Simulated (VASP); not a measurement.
Set up this calculation in VASP 6.6.1, as the native input.

```
Task                   : single point
Functional             : PBEsol
Potentials or basis    : VASP PAW PBE potentials, release 64 (Mn_pv, Cu)
Cutoff                 : 520 eV
k mesh                 : 12 × 12 × 12
Occupations            : gaussian, width 0.1 eV
Spin                   : no spin polarisation
Dipole correction      : no
Further INCAR settings : ALGO = Fast; EDIFF = 1e-07; NBANDS = 33
```

The structure of Mn3Cu lies in POSCAR:

```
Mn3Cu
1.0
    3.4785201129      0.0000000000      0.0000000000
    0.0000000000      3.4785201129      0.0000000000
    0.0000000000      0.0000000000      3.4785201129
Mn Cu
3 1
Direct
    0.0000000000      0.5000000000      0.5000000000
    0.5000000000      0.0000000000      0.5000000000
    0.5000000000      0.5000000000      0.0000000000
    0.0000000000      0.0000000000      0.0000000000
```

One way to write it, as run:

INCAR

```
ALGO     = Fast           # electronic algorithm
EDIFF    = 1E-7           # SCF threshold, eV
ENCUT    = 520            # plane-wave cutoff, eV
GGA      = PS             # functional
ISIF     = 2              # what is computed and relaxed
ISMEAR   = 0              # smearing method
LASPH    = True           # aspherical terms in the spheres
LCHARG   = False          # write CHGCAR
LREAL    = False          # projectors in reciprocal space
LWAVE    = False          # write WAVECAR
NBANDS   = 33             # bands
NELM     = 100            # most SCF steps
PREC     = Accurate       # precision mode
SIGMA    = 0.1            # smearing width, eV
```

KPOINTS

```
k-points
0
Gamma
  12 12 12
```

Potentials or basis: VASP PAW PBE potentials, release 64 (Mn_pv, Cu).

Run with:

```sh
$ cat potpaw_PBE.64/Mn_pv/POTCAR potpaw_PBE.64/Cu/POTCAR > POTCAR
$ mpirun -np 1 vasp_std > vasp.out
```

It gave:

- Pressure: 0.2 GPa
- Band gap on the k mesh: zero (bands 25 and 26 overlap by 1.36 eV)

Caveat: the PAW data sets were made with another functional, which shifts forces and pressure a little; the run has no spin polarisation, though such a crystal can be magnetic.

Run time: 2.9 min on 1 thread of Intel(R) Xeon(R) Platinum 8488C (Sapphire Rapids) (shared host), peak memory 0.22 GiB.
